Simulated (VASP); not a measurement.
PbSe:

```
Pb Se
1.0
     2.15488   -6.13395    0.00000
     2.15488    6.13395    0.00000
     0.00000    0.00000    4.45049
Pb Se
2 2
Direct
  0.63176 0.36824 0.75000
  0.36824 0.63176 0.25000
  0.86129 0.13871 0.75000
  0.13871 0.86129 0.25000
```

Base run:

```yaml
Program: VASP 6.6.1
Functional: LDA
Potentials_or_basis: VASP PAW LDA potentials, release 64 (Pb_d, Se)
Cutoff: 520 eV
k_mesh: 6 × 6 × 4
Occupations: methfessel-paxton, width 0.01 eV
Spin: no spin polarisation
```

Its results: band gap on the k mesh 1.09 eV, indirect (least direct gap 1.40 eV); pressure -3.2 GPa; largest force 0.086 eV/Å.

Q: The run is repeated on the same cell with these changes: k mesh from 6 × 6 × 4 to 2 × 2 × 2. What comes out?

A: Band gap on the k mesh 1.02 eV, indirect (least direct gap 1.40 eV); pressure -1.7 GPa; largest force 0.879 eV/Å.

Caveats: some runs use coarse meshes; spin-orbit coupling is left out, which moves the levels of the heavy elements.

A k mesh can miss the band edges.
